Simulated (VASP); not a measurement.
# Hg (Fm-3m) in VASP: further runs, part 2 of 2

VASP 6.6.1. The steps go on from the part before.

**5. Single point, PBEsol (volume scaled by 0.96)**

File INCAR:

```
SYSTEM = Hg
ALGO = Normal ; EDIFF = 1E-6
ENCUT = 520 ; GGA = PS
ISIF = 2 ; ISMEAR = -1
LASPH = .True. ; LCHARG = .False.
LREAL = .False. ; LWAVE = .False.
NBANDS = 12 ; NELM = 60
PREC = Accurate ; SIGMA = 0.1
```

File KPOINTS:

```
k-points
0
Gamma
  13 13 13
  0 0 0
```

File POSCAR:

```
Hg
1.0
    0.0000000000      2.2386585812      2.2386585812
    2.2386585812      0.0000000000      2.2386585812
    2.2386585812      2.2386585812      0.0000000000
Hg
1
Direct
    0.0000000000      0.0000000000      0.0000000000
```

Potentials or basis: VASP PAW PBE potentials, release 64 (Hg).

Started as:

```sh
cat potpaw_PBE.64/Hg/POTCAR > POTCAR
mpirun -np 1 vasp_std > vasp.out
```

OUTCAR:

```text
SYSTEM = Hg
   EDIFF = 1E-6
   ENCUT = 520
   GGA = PS
   ISIF = 2
   ISMEAR = -1
   LASPH = .True.
   LREAL = .False.
   NELM = 60
   PREC = Accurate

 ion  position               nearest neighbor table
   1  0.000  0.000  0.000-

  LATTYP: Found a face centered cubic cell.
 ALAT       =     4.4773171624

  Lattice vectors:

 A1 = (   0.0000000000,   2.2386585812,   2.2386585812)
 A2 = (   2.2386585812,   0.0000000000,   2.2386585812)
 A3 = (   2.2386585812,   2.2386585812,   0.0000000000)

Analysis of symmetry for initial positions (statically):
=====================================================================
 Subroutine PRICEL returns:
 Original cell was already a primitive cell.

 Routine SETGRP: Setting up the symmetry group for a
 face centered cubic supercell.

 Subroutine GETGRP returns: Found 48 space group operations
 (whereof 48 operations were pure point group operations)
 out of a pool of 48 trial point group operations.

The static configuration has the point symmetry O_h .

Analysis of symmetry for dynamics (positions and initial velocities):
=====================================================================
 Subroutine PRICEL returns:
 Original cell was already a primitive cell.

 Routine SETGRP: Setting up the symmetry group for a
 face centered cubic supercell.

 Subroutine GETGRP returns: Found 48 space group operations
 (whereof 48 operations were pure point group operations)
 out of a pool of 48 trial point group operations.

The dynamic configuration has the point symmetry O_h .

 Subroutine INISYM returns: Found 48 space group operations
 (whereof 48 operations are pure point group operations),
 and found     1 'primitive' translations

----------------------------------------------------------------------------------------

                                     Primitive cell

  volume of cell :      22.4385

  direct lattice vectors                    reciprocal lattice vectors
[... 105 lines left out ...]
     AMIX_MAG =   1.60;   BMIX_MAG =  1.00
  volume/ion in A,a.u.               =      22.44       151.42
  Fermi-wavevector in a.u.,A,eV,Ry     =   1.328834  2.511132 24.025163  1.765800
  Thomas-Fermi vector in A             =   2.458042
   LORBIT       =      0    0 simple, 1 ext, 2 COOP (PROOUT), +10 PAW based schemes
   GGA     = PS    functional components
   LHFCALC =     F    Hartree Fock is set to
   AEXX    =    0.0000 exact exchange contribution
   IVDW    =     0    specifies the selected vdW correction
   LEPSILON=     F    determine dielectric tensor
   LRPA    =     F    only Hartree local field effects (RPA)
 non-spin polarized calculation
  energy-cutoff  :      520.00
  volume of cell :       22.44
 maximum number of plane-waves:       620
   NGX = 11   NGY = 11   NGZ = 11

 number of electron      11.9999999 magnetization

 Free energy of the ion-electron system (eV)
  ---------------------------------------------------
  ext. energy  EPLUGINS =         0.00000000
  ---------------------------------------------------
  free energy    TOTEN  =        -0.54293169 eV

  energy without entropy =       -0.53081267  energy(sigma->0) =       -0.53687218

 E-fermi :   2.8703     XC(G=0): -11.3332

 val. band max:        2.8482777969   @ k =  -0.4615   0.1538   0.0769
 cond. band min:       2.9273153098   @ k =  -0.3846   0.2308   0.0769
 fundamental gap:      0.0790375129
 Fermi energy:         2.8702984163

 k-point     1 :       0.0000    0.0000    0.0000
  band No.  band energies     occupation
      1      -6.5591      2.00000
      2      -4.1851      2.00000
      3      -4.1851      2.00000
      4      -4.1851      2.00000
      5      -3.4685      2.00000
      6      -3.4685      2.00000
      7      16.5903      0.00000
      8      18.1186      0.00000
      9      18.1186      0.00000
     10      18.1186      0.00000
     11      22.1697      0.00000
     12      23.6006      0.00000
[... 331 lines left out ...]
 k-point    24 :       0.4615    0.1538    0.0000
  band No.  band energies     occupation
      1      -5.0119      2.00000
      2      -4.2604      2.00000
      3      -3.9041      2.00000
      4      -3.6089      2.00000
      5      -2.8570      2.00000
      6      -0.3377      2.00000
      7       4.5019      0.00000
      8      13.0107      0.00000
      9      13.8661      0.00000
     10      15.7593      0.00000
     11      23.1337      0.00000
     12      23.4759      0.00000

 [... further k-points ...]
[... 5 lines left out ...]
  --------------------------------------------------------------------------------------
  -------------------------------------------------------------------------------------
  Total        0.2865793      0.2865793      0.2865793      0.0000000      0.0000000      0.0000000
  in kB       20.4626481     20.4626481     20.4626481      0.0000000      0.0000000      0.0000000
  external PRESSURE =      20.4626481 kB  Pullay stress =       0.0000000 kB

 VOLUME and BASIS-vectors are now :
 -----------------------------------------------------------------------------
  energy-cutoff  :      520.00
  volume of cell :       22.44
      direct lattice vectors                 reciprocal lattice vectors
     0.000000000  2.238658581  2.238658581    -0.223348037  0.223348037  0.223348037
     2.238658581  0.000000000  2.238658581     0.223348037 -0.223348037  0.223348037
     2.238658581  2.238658581  0.000000000     0.223348037  0.223348037 -0.223348037

 POSITION                                       TOTAL-FORCE (eV/Angst)
 -----------------------------------------------------------------------------------
      0.00000      0.00000      0.00000        -0.000000     -0.000000      0.000000
 -----------------------------------------------------------------------------------
    total drift:                               -0.000000      0.000000     -0.000000

  FREE ENERGIE OF THE ION-ELECTRON SYSTEM (eV)
  ---------------------------------------------------
  free  energy   TOTEN  =        -0.5429316877 eV

  energy  without entropy=       -0.5308126704  energy(sigma->0) =       -0.53687218
```

OSZICAR:

```text
N       E                     dE             d eps       ncg     rms          rms(c)
DAV:   1     0.734801001419E+02    0.73480E+02   -0.66552E+03  2112   0.977E+02
DAV:   2     0.606450158959E+00   -0.72874E+02   -0.68701E+02  2180   0.229E+02
DAV:   3    -0.600573216421E+00   -0.12070E+01   -0.12062E+01  2384   0.326E+01
DAV:   4    -0.601599915498E+00   -0.10267E-02   -0.10267E-02  2300   0.101E+00
DAV:   5    -0.601601139747E+00   -0.12242E-05   -0.12240E-05  2416   0.336E-02    0.430E+00
DAV:   6    -0.548584274586E+00    0.53017E-01   -0.12427E-01  2340   0.406E+00    0.317E+00
DAV:   7    -0.543424270061E+00    0.51600E-02   -0.15783E-02  2432   0.126E+00    0.141E+00
DAV:   8    -0.542918871643E+00    0.50540E-03   -0.13020E-03  2188   0.500E-01    0.607E-02
DAV:   9    -0.542926212262E+00   -0.73406E-05   -0.22500E-06  2420   0.169E-02    0.118E-02
DAV:  10    -0.542931679213E+00   -0.54670E-05   -0.35748E-06  2188   0.215E-02    0.136E-03
DAV:  11    -0.542931687723E+00   -0.85095E-08   -0.38255E-08  1196   0.177E-03
   1 F= -.54293169E+00 E0= -.53687218E+00  d E =-.121190E-01
```

Wall time 9.7 s (1 thread of Intel Xeon Platinum 8375C at 2.90GHz (Ice Lake), shared host); peak memory 0.15 GiB.

What came out:

| Property | Result |
| --- | --- |
| Free energy | -0.5429 eV |
| Pressure | 2.0 GPa |
| Band gap on the k mesh | zero (band 6 reaches 3.52 eV, above the bottom of band 7 at 1.81 eV) |

Caveat: the PAW data sets were made with another functional, which shifts forces and pressure a little; spin-orbit coupling is left out, which moves the levels of the heavy elements.

**6. Single point, PBEsol**

File INCAR:

```
SYSTEM = Hg
ALGO     = Normal         ! electronic algorithm
EDIFF    = 1E-6           ! SCF threshold, eV
ENCUT    = 520            ! plane-wave cutoff, eV
GGA      = PS             ! functional
ISIF     = 2              ! what is computed and relaxed
ISMEAR   = -1             ! smearing method
LASPH    = .True.         ! aspherical terms in the spheres
LCHARG   = .False.        ! write CHGCAR
LREAL    = .False.        ! projectors in reciprocal space
LWAVE    = .False.        ! write WAVECAR
NBANDS   = 12             ! bands
NELM     = 60             ! most SCF steps
PREC     = Accurate       ! precision mode
SIGMA    = 0.1            ! smearing width, eV
```

KPOINTS is that of step 5.

File POSCAR:

```
Hg
1.0
    0.0000000000      2.2693289483      2.2693289483
    2.2693289483      0.0000000000      2.2693289483
    2.2693289483      2.2693289483      0.0000000000
Hg
1
Direct
    0.0000000000      0.0000000000      0.0000000000
```

Potentials or basis: VASP PAW PBE potentials, release 64 (Hg).

Started as:

```sh
cat potpaw_PBE.64/Hg/POTCAR > POTCAR
mpirun -np 1 vasp_std > vasp.out
```

It took 10 s on 1 thread of Intel Xeon Platinum 8375C at 2.90GHz (Ice Lake), shared host; peak memory 0.15 GiB.

The run converged. Its results:

| Property | Result |
| --- | --- |
| Free energy | -0.5500 eV |
| Pressure | 0.3 GPa |
| Band gap on the k mesh | zero (band 6 reaches 3.02 eV, above the bottom of band 7 at 1.50 eV) |

Levels at points of the mesh, in eV from the Fermi level:
```
           k point  band 2  band 3  band 4  band 5  band 6  band 7  band 8  band 9  band 10  band 11
(0.00, 0.00, 0.00)   -6.90   -6.90   -6.90   -6.25   -6.25   13.65   14.90   14.90    14.90    18.91
```

Caveat: the PAW data sets were made with another functional, which shifts forces and pressure a little; spin-orbit coupling is left out, which moves the levels of the heavy elements.

**7. Overview**

```tsv
cell	k mesh	gap on the mesh (eV)	pressure (GPa)
a = 3.209 Å, angles 60.0°, 1 atom	12 × 12 × 12	none	0.4
a = 3.075 Å, angles 60.0°, 1 atom	13 × 13 × 13	none	8.2
a = 3.121 Å, angles 60.0°, 1 atom	13 × 13 × 13	none	4.6
a = 3.166 Å, angles 60.0°, 1 atom	13 × 13 × 13	none	2.0
a = 3.209 Å, angles 60.0°, 1 atom	13 × 13 × 13	none	0.3
```

Alike in all rows: task single point; level PBEsol; potentials or basis VASP PAW PBE potentials, release 64 (Hg); no spin polarisation; cutoff (eV) 520; smearing fermi-dirac 0.1 eV.

Caveats: the PAW data sets were made with another functional, which shifts forces and pressure a little; spin-orbit coupling is left out, which moves the levels of the heavy elements.

Absolute energies hang on the potentials; compare differences alone.
